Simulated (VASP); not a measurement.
Set up this calculation in VASP 6.6.1, as the native input.

| Item | Value |
| --- | --- |
| Task | relaxation of shape and atoms at fixed volume |
| Functional | r2SCAN |
| Potentials or basis | VASP PAW PBE potentials, release 64 (V_sv, O) |
| Cutoff | 660 eV |
| k mesh | 6 × 6 × 10 |
| Occupations | gaussian, width 0.05 eV |
| Spin | collinear spin, ferromagnetic start |
| Starting moments | [0.98, 0.98, 0.0, 0.0, 0.0, 0.0] μB |
| Dipole correction | no |
| Further INCAR settings | ALGO = Normal; EDIFF = 1e-07; IBRION = 2; EDIFFG = -0.01; NSW = 60; ISIF = 4 |

VO2:

```
V O
1.0
     4.51040    0.00000    0.00000
     0.00000    4.51040    0.00000
     0.00000    0.00000    2.81113
V O
2 4
Direct
  0.00000 0.00000 0.00000
  0.50000 0.50000 0.50000
  0.30045 0.30045 0.00000
  0.19955 0.80045 0.50000
  0.69955 0.69955 0.00000
  0.80045 0.19955 0.50000
```

These files were run (other wordings do the same):

POSCAR

```
VO2
1.0
    4.5103953231      0.0000000000      0.0000000000
    0.0000000000      4.5103953231      0.0000000000
    0.0000000000      0.0000000000      2.8111300103
V O
2 4
Direct
    0.0000000000      0.0000000000      0.0000000000
    0.5000000000      0.5000000000      0.5000000000
    0.3004530105      0.3004530105      0.0000000000
    0.1995469895      0.8004530105      0.5000000000
    0.6995469895      0.6995469895      0.0000000000
    0.8004530105      0.1995469895      0.5000000000
```

INCAR.step1

```
SYSTEM = VO2
  ALGO = Normal
  EDIFF = 1E-5
  EDIFFG = -0.005
  ENCUT = 660
  GGA = PE
  GGA_COMPAT = .FALSE.
  IBRION = 2
  ISIF = 3
  ISMEAR = 0
  ISPIN = 2
  KPAR = 4
  LASPH = .TRUE.
  LCHARG = .FALSE.
  LMAXMIX = 4
  LREAL = .FALSE.
  LWAVE = .TRUE.
  MAGMOM = 0.98 0.98 0 0 0 0
  NELM = 200
  NELMIN = 4
  NSW = 100
  PREC = Accurate
  SIGMA = 0.05
```

INCAR.step2

```
SYSTEM = VO2
  ALGO = Normal
  EDIFF = 1E-7
  EDIFFG = -0.01
  ENCUT = 660
  GGA_COMPAT = .FALSE.
  IBRION = 2
  ISIF = 4
  ISMEAR = 0
  ISPIN = 2
  ISTART = 1
  KPAR = 4
  LASPH = .TRUE.
  LCHARG = .FALSE.
  LMAXMIX = 4
  LMIXTAU = .TRUE.
  LORBIT = 11
  LREAL = .FALSE.
  LWAVE = .FALSE.
  MAGMOM = 0.98 0.98 0 0 0 0
  METAGGA = R2SCAN
  NELM = 200
  NELMIN = 4
  NSW = 60
  PREC = Accurate
  SIGMA = 0.05
```

KPOINTS

```
k-points
0
G
  6 6 10
  0 0 0
```

Potentials or basis: VASP PAW PBE potentials, release 64 (V_sv, O).

The run is started by

```console
$ cat potpaw_PBE.64/V_sv/POTCAR potpaw_PBE.64/O/POTCAR > POTCAR
$ cp INCAR.step1 INCAR
$ mpirun -np 4 vasp_std > vasp.out
$ cp INCAR.step2 INCAR
$ mpirun -np 4 vasp_std > vasp.out
```

Results of the run:

```
Energy gained by relaxing                             : 0.6 meV/atom
Ionic steps                                           : 4
Pressure after relaxing                               : 5.9 GPa
Largest force after relaxing                          : 0.003 eV/Å
Band gap on the k mesh                                : zero (filled and empty bands overlap)
Net moment                                            : 2.00 μB per cell
Site moments                                          : V +1.11; O -0.08 μB
Valence electrons inside the program's atomic spheres : V 11.54; O 5.10
```

Caveat: the PAW data sets were made with another functional, which shifts forces and pressure a little; semilocal functionals often make such compounds metallic where correlation or magnetic order opens a gap, which also shifts bond lengths.

Run time: 19 min on 4 MPI ranks on Intel(R) Xeon(R) Platinum 8259CL CPU @ 2.50GHz (Skylake/Cascade Lake) (shared host), peak memory 0.38 GiB a rank.
